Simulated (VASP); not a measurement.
# ScRu3 (Pm-3m) in VASP: a series of runs, part 2 of 2

VASP 6.6.1. The steps go on from the part before.

## 3. Single point, PBE

INCAR reads:

```
SYSTEM = ScRu3
PREC = Accurate ; ENCUT = 520
EDIFF = 1E-7 ; ISMEAR = -1
SIGMA = 0.1 ; LREAL = .FALSE.
LASPH = .TRUE. ; NELM = 100
ALGO = Normal ; ISIF = 2
LWAVE = .FALSE. ; LCHARG = .FALSE.
GGA = PE ; NBANDS = 34
```

KPOINTS reads:

```
Automatic mesh
0
G
  7 7 7
  0 0 0
```

POSCAR reads:

```
ScRu3
1.0
    3.9384370000      0.0000000000      0.0000000000
    0.0000000000      3.9384370000      0.0000000000
    0.0000000000      0.0000000000      3.9384370000
Sc Ru
1 3
Direct
    0.0000000000      0.0000000000      0.0000000000
    0.0000000000      0.5000000000      0.5000000000
    0.5000000000      0.0000000000      0.5000000000
    0.5000000000      0.5000000000      0.0000000000
```

Potentials or basis: VASP PAW PBE potentials, release 64 (Sc_sv, Ru_pv).

Started as:

```bash
$ cat potpaw_PBE.64/Sc_sv/POTCAR potpaw_PBE.64/Ru_pv/POTCAR > POTCAR
$ mpirun -np 1 vasp_std > vasp.out
```

OUTCAR:

```text
SYSTEM = ScRu3
   PREC = Accurate
   ENCUT = 520
   EDIFF = 1E-7
   ISMEAR = -1
   LREAL = .FALSE.
   LASPH = .TRUE.
   NELM = 100
   ISIF = 2
   GGA = PE

 ion  position               nearest neighbor table
   1  0.000  0.000  0.000-   2 2.78   3 2.78   4 2.78   2 2.78   3 2.78   2 2.78   4 2.78   2 2.78
                             3 2.78   4 2.78   3 2.78   4 2.78
   2  0.000  0.500  0.500-   1 2.78   3 2.78   4 2.78   1 2.78   4 2.78   1 2.78   3 2.78   1 2.78
                             3 2.78   4 2.78   4 2.78   3 2.78
   3  0.500  0.000  0.500-   1 2.78   2 2.78   4 2.78   1 2.78   4 2.78   2 2.78   4 2.78   4 2.78
                             1 2.78   2 2.78   1 2.78   2 2.78
   4  0.500  0.500  0.000-   1 2.78   2 2.78   3 2.78   2 2.78   3 2.78   1 2.78   3 2.78   3 2.78
                             1 2.78   2 2.78   2 2.78   1 2.78

  LATTYP: Found a simple cubic cell.
 ALAT       =     3.9384370000

  Lattice vectors:

 A1 = (   3.9384370000,   0.0000000000,   0.0000000000)
 A2 = (   0.0000000000,   3.9384370000,   0.0000000000)
 A3 = (   0.0000000000,   0.0000000000,   3.9384370000)

Analysis of symmetry for initial positions (statically):
=====================================================================
 Subroutine PRICEL returns:
 Original cell was already a primitive cell.

 Routine SETGRP: Setting up the symmetry group for a
 simple cubic supercell.

 Subroutine GETGRP returns: Found 48 space group operations
 (whereof 48 operations were pure point group operations)
 out of a pool of 48 trial point group operations.

The static configuration has the point symmetry O_h .

Analysis of symmetry for dynamics (positions and initial velocities):
=====================================================================
 Subroutine PRICEL returns:
 Original cell was already a primitive cell.

 Routine SETGRP: Setting up the symmetry group for a
 simple cubic supercell.

 Subroutine GETGRP returns: Found 48 space group operations
 (whereof 48 operations were pure point group operations)
 out of a pool of 48 trial point group operations.

The dynamic configuration has the point symmetry O_h .

 Subroutine INISYM returns: Found 48 space group operations
 (whereof 48 operations are pure point group operations),
 and found     1 'primitive' translations

----------------------------------------------------------------------------------------

                                     Primitive cell

  volume of cell :      61.0902

  direct lattice vectors                    reciprocal lattice vectors
     3.938437000  0.000000000  0.000000000     0.253907832  0.000000000  0.000000000
     0.000000000  3.938437000  0.000000000     0.000000000  0.253907832  0.000000000
     0.000000000  0.000000000  3.938437000     0.000000000  0.000000000  0.253907832

  length of vectors
     3.938437000  3.938437000  3.938437000     0.253907832  0.253907832  0.253907832

  position of ions in fractional coordinates (direct lattice)
     0.000000000  0.000000000  0.000000000
     0.000000000  0.500000000  0.500000000
     0.500000000  0.000000000  0.500000000
     0.500000000  0.500000000  0.000000000

  ion indices of the primitive-cell ions
   primitive index   ion index
                 1           1
[... 25 lines left out ...]
 Subroutine IBZKPT returns following result:
 ===========================================

 Found     20 irreducible k-points:

 Following reciprocal coordinates:
            Coordinates               Weight
  0.000000  0.000000  0.000000      1.000000
  0.142857  0.000000  0.000000      6.000000
  0.285714  0.000000  0.000000      6.000000
  0.428571  0.000000  0.000000      6.000000
  0.142857  0.142857  0.000000     12.000000
  0.285714  0.142857  0.000000     24.000000
[... 12 lines left out ...]
  0.428571  0.428571  0.285714     24.000000
  0.428571  0.428571  0.428571      8.000000
   k-points           NKPTS =     20   k-points in BZ     NKDIM =     20   number of bands    NBANDS=     34
   number of dos      NEDOS =    301   number of ions     NIONS =      4
   total plane-waves  NPLWV =  27000
   dimension x,y,z NGX =    30 NGY =   30 NGZ =   30
   dimension x,y,z NGXF=    60 NGYF=   60 NGZF=   60
   ions per type =               1   3
   NGX,Y,Z   is equivalent  to a cutoff of  12.66, 12.66, 12.66 a.u.
   NGXF,Y,Z  is equivalent  to a cutoff of  25.33, 25.33, 25.33 a.u.
 SYSTEM =  ScRu3
   PREC   = accura    normal or accurate (medium, high low for compatibility)
   ISTART =      0    job   : 0-new  1-cont  2-samecut
   ICHARG =      2    charge: 1-file 2-atom 10-const
   ISPIN  =      1    spin polarized calculation?
   LNONCOLLINEAR =      F non collinear calculations
   LSORBIT =      F    spin-orbit coupling
   LASPH  =      T    aspherical Exc in radial PAW
   ENCUT  =  520.0 eV  38.22 Ry    6.18 a.u.   7.32  7.32  7.32*2*pi/ulx,y,z
   NELM   =    100;   NELMIN=  2; NELMDL= -5     # of ELM steps
   EDIFF  = 0.1E-06   stopping-criterion for ELM
   LREAL  =      F    real-space projection
   EDIFFG = 0.1E-05   stopping-criterion for IOM
   NSW    =      0    number of steps for IOM
   IBRION =     -1    ionic relax: 0-MD 1-quasi-New 2-CG
   NFREE  =      0    steps in history (QN), initial steepest desc. (CG)
   ISIF   =      2    stress and relaxation
   ISYM   =      2    0-nonsym 1-usesym 2-fastsym
   POTIM  = 0.5000    time-step for ionic-motion
   TEBEG  =    0.0;   TEEND  =   0.0 temperature during run
   PSTRESS=    0.0 pullay stress
   NELECT =      53.0000    total number of electrons
   NUPDOWN=      -1.0000    fix difference up-down
   EMIN   =  10.00;   EMAX   =-10.00  energy-range for DOS
   EFERMI =   0.00;   METHOD = LEGACY
   ISMEAR =    -1;   SIGMA  =   0.10  broadening in eV -4-tet -1-fermi 0-gaus
   EFERMI_NEDOS =   21; number of points for ismear=-14 and -15
   IALGO  =     38    algorithm
   IMIX   =      4    mixing-type and parameters
     AMIX     =   0.40;   BMIX     =  1.00
     AMIX_MAG =   1.60;   BMIX_MAG =  1.00
  volume/ion in A,a.u.               =      15.27       103.06
  Fermi-wavevector in a.u.,A,eV,Ry     =   1.561383  2.950587 33.169889  2.437918
  Thomas-Fermi vector in A             =   2.664457
   LORBIT       =      0    0 simple, 1 ext, 2 COOP (PROOUT), +10 PAW based schemes
   GGA     = PE    functional components
   LHFCALC =     F    Hartree Fock is set to
   AEXX    =    0.0000 exact exchange contribution
   IVDW    =     0    specifies the selected vdW correction
   LEPSILON=     F    determine dielectric tensor
   LRPA    =     F    only Hartree local field effects (RPA)
 non-spin polarized calculation
  energy-cutoff  :      520.00
  volume of cell :       61.09
 maximum number of plane-waves:      1663
 NGX is ok and might be reduce to    30
   NGX = 15   NGY = 15   NGZ = 15

 number of electron      52.9999966 magnetization

 Free energy of the ion-electron system (eV)
  ---------------------------------------------------
  ext. energy  EPLUGINS =         0.00000000
  ---------------------------------------------------
  free energy    TOTEN  =       -34.11813544 eV

  energy without entropy =      -33.90875577  energy(sigma->0) =      -34.01344560

 E-fermi :   9.5626     XC(G=0): -13.0148

 val. band max:        9.5452972921   @ k =   0.4286   0.1429   0.1429
 cond. band min:       9.5633087328   @ k =   0.4286   0.1429   0.0000
 fundamental gap:      0.0180114406
 Fermi energy:         9.5626487279

 k-point     1 :       0.0000    0.0000    0.0000
  band No.  band energies     occupation
      1     -38.6391      2.00000
      2     -32.9251      2.00000
      3     -32.9251      2.00000
      4     -32.9251      2.00000
      5     -32.5660      2.00000
      6     -32.5660      2.00000
[... 729 lines left out ...]
     33      13.6112      0.00000
     34      13.6140      0.00000

------------------------ aborting loop because EDIFF is reached ----------------------------------------

  FORCE on cell =-STRESS in cart. coord.  units (eV):
  Direction    XX          YY          ZZ          XY          YZ          ZX
  --------------------------------------------------------------------------------------
  -------------------------------------------------------------------------------------
  Total       -0.5005444     -0.5005444     -0.5005444      0.0000000     -0.0000000     -0.0000000
  in kB      -13.1274842    -13.1274842    -13.1274842      0.0000000     -0.0000000     -0.0000000
  external PRESSURE =     -13.1274842 kB  Pullay stress =       0.0000000 kB

 VOLUME and BASIS-vectors are now :
 -----------------------------------------------------------------------------
  energy-cutoff  :      520.00
  volume of cell :       61.09
      direct lattice vectors                 reciprocal lattice vectors
     3.938437000  0.000000000  0.000000000     0.253907832  0.000000000  0.000000000
     0.000000000  3.938437000  0.000000000     0.000000000  0.253907832  0.000000000
     0.000000000  0.000000000  3.938437000     0.000000000  0.000000000  0.253907832

 POSITION                                       TOTAL-FORCE (eV/Angst)
 -----------------------------------------------------------------------------------
      0.00000      0.00000      0.00000         0.000000      0.000000      0.000000
      0.00000      1.96922      1.96922         0.000000      0.000000      0.000000
      1.96922      0.00000      1.96922         0.000000      0.000000      0.000000
      1.96922      1.96922      0.00000         0.000000      0.000000      0.000000
 -----------------------------------------------------------------------------------
    total drift:                                0.000000      0.000000     -0.000000

  FREE ENERGIE OF THE ION-ELECTRON SYSTEM (eV)
  ---------------------------------------------------
  free  energy   TOTEN  =       -34.1181354402 eV

  energy  without entropy=      -33.9087557690  energy(sigma->0) =      -34.01344560
```

It took 72 s on 1 thread of Intel Xeon 8259CL, shared host; peak memory 0.19 GiB.

What came out:

```
Free energy            : -34.1181 eV
Pressure               : -1.3 GPa
Band gap on the k mesh : zero (an odd number of electrons rules out a gap without spin polarisation)
```

Levels at points of the mesh, in eV from the Fermi level:
```csv
k point,band 25,band 26,band 27,band 28,band 29,band 30
"(0.00, 0.00, 0.00)",0.68,1.79,2.25,2.25,2.25,3.91
```
